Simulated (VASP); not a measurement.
Runs of VASP 6.6.1 on Be2C. The structure is cubic, space group Fm-3m (No. 225). Conventional cell: a = 4.321 Å, b = 4.321 Å, c = 4.321 Å, α = 90.00°, β = 90.00°, γ = 90.00°. C (site symmetry m-3m) has 8 Be at 1.87 Å within 2.5 Å. Be (site symmetry -43m) has 4 C at 1.87 Å and 6 Be at 2.16 Å within 2.5 Å. 

```csv
level,k mesh,cutoff (eV),grid for exact exchange (PRECFOCK),share of exact exchange,screening parameter,gap on the mesh (eV),pressure (GPa)
r2SCAN,6 × 6 × 6,660,-,-,-,1.52,(a)
PBE,6 × 6 × 6,600,-,-,-,1.16,1.3
PBE0,6 × 6 × 6,520,Normal,0.25,-,2.62,-1.9
PBE,10 × 10 × 10,600,-,-,-,1.16,1.3
HSE06,6 × 6 × 6,520,Normal,0.25,0.2079 1/Å,1.90,-1.9
```

Alike in all rows: task single point; potentials or basis VASP PAW PBE potentials, release 64 (C, Be); no spin polarisation; cell as given; smearing gaussian 0.01 eV.

Task: Fill in the values left out.

Result: (a) 0.8.

Caveats: the PAW data sets were made with another functional, which shifts forces and pressure a little (at least some runs).

A k mesh can miss the band edges.
